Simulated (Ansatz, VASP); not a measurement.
Given: the input of a run of VASP 6.6.1 on K.

INCAR

```
PREC = Accurate ; ENCUT = 520
EDIFF = 1E-6 ; ISMEAR = -1
SIGMA = 0.05 ; LREAL = F
LASPH = T ; NELM = 60
ALGO = Fast ; ISIF = 2
LWAVE = F ; LCHARG = F
GGA = PE ; NBANDS = 16
```

Contents of KPOINTS:

```
Automatic mesh
0
Gamma
  9 9 9
```

The input POSCAR:

```
K
1.0
   -2.2371664457      2.2371664457      8.1517467715
    2.2371664457     -2.2371664457      8.1517467715
    2.2371664457      2.2371664457     -8.1517467715
K
2
Direct
    0.5000000000      0.5000000000      0.0000000000
    0.2500000000      0.7500000000      0.5000000000
```

Potentials or basis: VASP PAW PBE potentials, release 64 (K_sv).

Launch:

```bash
$ cat potpaw_PBE.64/K_sv/POTCAR > POTCAR
$ mpirun -np 1 vasp_std > vasp.out
```

Set up the same calculation for Ansatz 0.2.0. Potentials there: Ansatz PAW.

As run (the cutoff follows the program's own potentials):

Contents of input.yaml:

```yaml
crystal:
  lattice:
    - [-2.2371664457, 2.2371664457, 8.1517467715]
    - [2.2371664457, -2.2371664457, 8.1517467715]
    - [2.2371664457, 2.2371664457, -8.1517467715]
  atoms:
    - { symbol: K, position: [0.5, 0.5, 0.0] }
    - { symbol: K, position: [0.25, 0.75, 0.5] }
hamiltonian:
  xc: pbe
  pseudopotentials: { kind: paw }
kpoints:
  mp_grid: { grid: [9, 9, 9] }
scf:
  occupations: { method: fermi_dirac, width: 0.05 }
output:
  forces: true
  stress: true
  eigenvalues: true
```

Potentials or basis: Ansatz PAW.

Run with:

```console
$ ansatz run input.yaml --threads 2 --pin off --max-ram 5120MiB --backend cpu --events-out ev --progress --plain --runs-dir out
```

Both were run:

|  | VASP | Ansatz | Ansatz less VASP |
| --- | --- | --- | --- |
| gap on the k mesh at the Fermi level (eV) | none | none | - |
| pressure (GPa) | -0.2 | -0.2 | +0.01 |
| traceless stress, the component that is largest in VASP (GPa) | -0.06 | -0.06 | 0.000 |

A gap of «none» marks a metal or a gap that the smearing closes.
